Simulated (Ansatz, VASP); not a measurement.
Mg8H in VASP and in Ansatz

```xyz
9
Lattice="-3.5378 3.7591 3.5378 3.5378 -3.7591 3.5378 3.5378 3.7591 -3.5378" Properties=species:S:1:pos:R:3 pbc="T T T"
Mg    0.1315   -0.1927    0.0000
Mg    1.7689    2.0723   -1.6374
Mg    1.7689   -2.0667    1.9351
Mg    3.4062   -0.1927    0.0000
Mg   -1.7689    1.6924    1.6027
Mg   -0.1662    3.9463    0.0000
Mg    0.1662    0.1872    3.5378
Mg    1.7689    2.0723    1.6374
H     1.7689    0.9398    0.0000
```

Alike in both runs: task relaxation of cell and atoms; functional PBE; k mesh 6 × 6 × 6; occupations gaussian, width 0.1 eV; no spin polarisation.

|  | VASP | Ansatz |
| --- | --- | --- |
| version | VASP 6.6.1 | Ansatz 0.2.0 |
| potentials or method | VASP PAW PBE potentials, release 64 (Mg, H), cutoff 600 eV | scalar-relativistic, plane waves, PAW |
| valence electrons in the cell | 17 | 81 |

|  | VASP | Ansatz | Ansatz less VASP |
| --- | --- | --- | --- |
| gap on the k mesh at the Fermi level, each at its own relaxed structure (eV) | none | none | - |
| relaxed volume (Å³/atom) | 20.82 | 20.91 | +0.090 |
| relaxed length of the cell vector where the two differ most in proportion (Å) | 6.258 | 6.405 | +0.1465 |

A gap of «none» marks a metal or a gap that the smearing closes. VASP's potentials hold 17 valence electrons a cell and Ansatz's 81, so a difference there can come from the potentials and not from the codes.

Noted on VASP's run: too few bands were computed for a metal, which touches its energy and stress.
